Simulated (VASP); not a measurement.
# MoS2 (P6_3/mmc) in VASP: further runs, part 2 of 2

VASP 6.6.1. The steps go on from the part before.

### 4 Single point, LDA

This run uses another cell than the first one, of 17.00 Å³/atom, 0.864 times its volume.

INCAR

```
PREC = Accurate ; ENCUT = 500
EDIFF = 1E-6 ; ISMEAR = 0
SIGMA = 0.02 ; LREAL = False
LASPH = True ; NELM = 120
ALGO = Normal ; ISIF = 2
LWAVE = False ; LCHARG = False
NBANDS = 35 ; GGA_COMPAT = False
```

KPOINTS

```
Automatic mesh
0
Gamma
  12 12 4
```

POSCAR

```
MoS2
1.0
    3.1221952283      0.0000000028      0.0000000000
   -1.5610976166      2.7039003819      0.0000000000
    0.0000000000      0.0000000000     12.0794414733
Mo S
2 4
Direct
    0.6666666667      0.3333333333      0.2500000000
    0.3333333333      0.6666666667      0.7500000000
    0.6666666667      0.3333333333      0.6213370735
    0.3333333333      0.6666666667      0.3786629265
    0.6666666667      0.3333333333      0.8786629265
    0.3333333333      0.6666666667      0.1213370735
```

Potentials or basis: VASP PAW LDA potentials, release 64 (Mo_sv, S).

Command:

```sh
cat potpaw_LDA.64/Mo_sv/POTCAR potpaw_LDA.64/S/POTCAR > POTCAR
mpirun -np 1 vasp_std > vasp.out
```

OUTCAR:

```text
PREC = Accurate
   ENCUT = 500
   EDIFF = 1E-6
   ISMEAR = 0
   LREAL = False
   LASPH = True
   NELM = 120
   ISIF = 2

 ion  position               nearest neighbor table
   1  0.667  0.333  0.250-   4 2.38   6 2.38   4 2.38   6 2.38   4 2.38   6 2.38
   2  0.333  0.667  0.750-   3 2.38   5 2.38   3 2.38   5 2.38   3 2.38   5 2.38
   3  0.667  0.333  0.621-   2 2.38   2 2.38   2 2.38
   4  0.333  0.667  0.379-   1 2.38   1 2.38   1 2.38
   5  0.667  0.333  0.879-   2 2.38   2 2.38   2 2.38
   6  0.333  0.667  0.121-   1 2.38   1 2.38   1 2.38

  LATTYP: Found a hexagonal cell.
[... 1120 lines left out ...]
  -------------------------------------------------------------------------------------
  Total        0.0877741      0.0877741      0.0473159     -0.0000000     -0.0000000      0.0000000
  in kB        1.3790485      1.3790485      0.7433952     -0.0000000     -0.0000000      0.0000000
  external PRESSURE =       1.1671641 kB  Pullay stress =       0.0000000 kB

 VOLUME and BASIS-vectors are now :
 -----------------------------------------------------------------------------
  energy-cutoff  :      500.00
  volume of cell :      101.98
      direct lattice vectors                 reciprocal lattice vectors
     3.122195228  0.000000003  0.000000000     0.320287466  0.184918055  0.000000000
    -1.561097617  2.703900382  0.000000000    -0.000000000  0.369836110  0.000000000
     0.000000000  0.000000000 12.079441473     0.000000000  0.000000000  0.082785285

 POSITION                                       TOTAL-FORCE (eV/Angst)
 -----------------------------------------------------------------------------------
      1.56110      0.90130      3.01986         0.000000      0.000000      0.000000
     -0.00000      1.80260      9.05958        -0.000000      0.000000      0.000000
      1.56110      0.90130      7.50540        -0.000000     -0.000000     -0.016221
     -0.00000      1.80260      4.57404        -0.000000     -0.000000      0.016221
      1.56110      0.90130     10.61376         0.000000     -0.000000      0.016221
     -0.00000      1.80260      1.46568        -0.000000     -0.000000     -0.016221
 -----------------------------------------------------------------------------------
    total drift:                                0.000000     -0.000000      0.000000

  FREE ENERGIE OF THE ION-ELECTRON SYSTEM (eV)
  ---------------------------------------------------
  free  energy   TOTEN  =       -48.9578149268 eV

  energy  without entropy=      -48.9578149268  energy(sigma->0) =      -48.95781493
```

Wall time 4.9 min (1 thread of AMD EPYC 7R13, shared host); peak memory 0.25 GiB.

Results:

| Property | Result |
| --- | --- |
| Free energy | -48.9578 eV |
| Pressure | 0.1 GPa |
| Largest force | 0.016 eV/Å |
| Band gap on the k mesh | 0.74 eV, indirect (least direct gap 1.77 eV) |

Forces in eV/Å, atoms in the order of the input:
```
Mo   0.000  0.000  0.000
Mo   0.000  0.000  0.000
S    0.000  0.000 -0.016
S    0.000  0.000  0.016
S    0.000  0.000  0.016
S    0.000  0.000 -0.016
```

A k mesh can miss the band edges.

### 5 Single point, LDA

This run uses another cell than the first one, of 17.00 Å³/atom, 0.864 times its volume.

INCAR

```
PREC     = Accurate       # precision mode
ENCUT    = 500            # plane-wave cutoff, eV
EDIFF    = 1E-6           # SCF threshold, eV
ISMEAR   = 0              # smearing method
SIGMA    = 0.01           # smearing width, eV
LREAL    = False          # projectors in reciprocal space
LASPH    = True           # aspherical terms in the spheres
NELM     = 120            # most SCF steps
ALGO     = Normal         # electronic algorithm
ISIF     = 2              # what is computed and relaxed
LWAVE    = False          # write WAVECAR
LCHARG   = False          # write CHGCAR
GGA      = CA             # functional
NBANDS   = 35             # bands
GGA_COMPAT= False
```

KPOINTS

```
regular mesh
0
Gamma
  12 12 4
```

POSCAR is that of step 4.

Command:

```sh
cat potpaw_LDA.64/Mo_sv/POTCAR potpaw_LDA.64/S/POTCAR > POTCAR
mpirun -np 1 vasp_std > vasp.out
```

It took 6 min on 1 thread of AMD EPYC 7R13, shared host; peak memory 0.25 GiB.

It converged, with:

```yaml
Free_energy: -48.9578 eV
Pressure: 0.1 GPa
Largest_force: 0.016 eV/Å
Band_gap_on_the_k_mesh: 0.74 eV, indirect (least direct gap 1.77 eV)
```

Forces in eV/Å, atoms in the order of the input:
```
Mo   0.000  0.000  0.000
Mo   0.000  0.000  0.000
S    0.000  0.000 -0.016
S    0.000  0.000  0.016
S    0.000  0.000  0.016
S    0.000  0.000 -0.016
```

Levels at points of the mesh, in eV from the valence-band top:
| k point | band 23 | band 24 | band 25 | band 26 | band 27 | band 28 | band 29 | band 30 |
| --- | --- | --- | --- | --- | --- | --- | --- | --- |
| (0.00, 0.00, 0.00) | -2.20 | -1.40 | -1.15 | 0.00 | 2.14 | 2.14 | 2.18 | 2.18 |
| (0.50, 0.00, 0.00) | -1.76 | -1.53 | -1.51 | -1.39 | 1.67 | 1.72 | 2.02 | 2.37 |
| (0.00, 0.00, 0.50) | -2.23 | -2.23 | -0.29 | -0.29 | 2.15 | 2.15 | 2.15 | 2.15 |
| (0.50, 0.00, 0.50) | -1.64 | -1.64 | -1.45 | -1.45 | 1.69 | 1.69 | 2.21 | 2.21 |

### 6 The runs side by side

```csv
level,potentials or basis,cell,k mesh,cutoff (eV),smearing,gap on the mesh (eV),pressure (GPa),largest force (eV/Å)
LDA,"VASP PAW LDA potentials, release 64 (Mo_sv, S)","a = 3.192, b = 3.192, c = 13.378 Å, angles 90.0, 90.0, 120.0°, 6 atoms",6 × 6 × 2,520,gaussian 0.1 eV,1.19,-7.1,0.57
RPBE,"VASP PAW PBE potentials, release 64 (Mo_sv, S)","a = 3.210, b = 3.210, c = 16.384 Å, angles 90.0, 90.0, 120.0°, 6 atoms",12 × 12 × 2,500,gaussian 0.02 eV,1.45,-0.2,0.02
LDA,"VASP PAW LDA potentials, release 64 (Mo_sv, S)","a = 3.122, b = 3.122, c = 12.079 Å, angles 90.0, 90.0, 120.0°, 6 atoms",12 × 12 × 4,500,gaussian 0.02 eV,0.74,0.1,0.02
LDA,"VASP PAW LDA potentials, release 64 (Mo_sv, S)","a = 3.122, b = 3.122, c = 12.079 Å, angles 90.0, 90.0, 120.0°, 6 atoms",12 × 12 × 4,500,gaussian 0.01 eV,0.74,0.1,0.02
```

Alike in all rows: task single point; no spin polarisation.

Caveats: the PAW data sets were made with another functional, which shifts forces and pressure a little (some runs); this functional lacks dispersion, which binds the layers, so the pressure and a relaxed spacing across them are unreliable (some runs).

Total energies depend on the potentials used, so only differences within one code and one set of settings carry meaning.
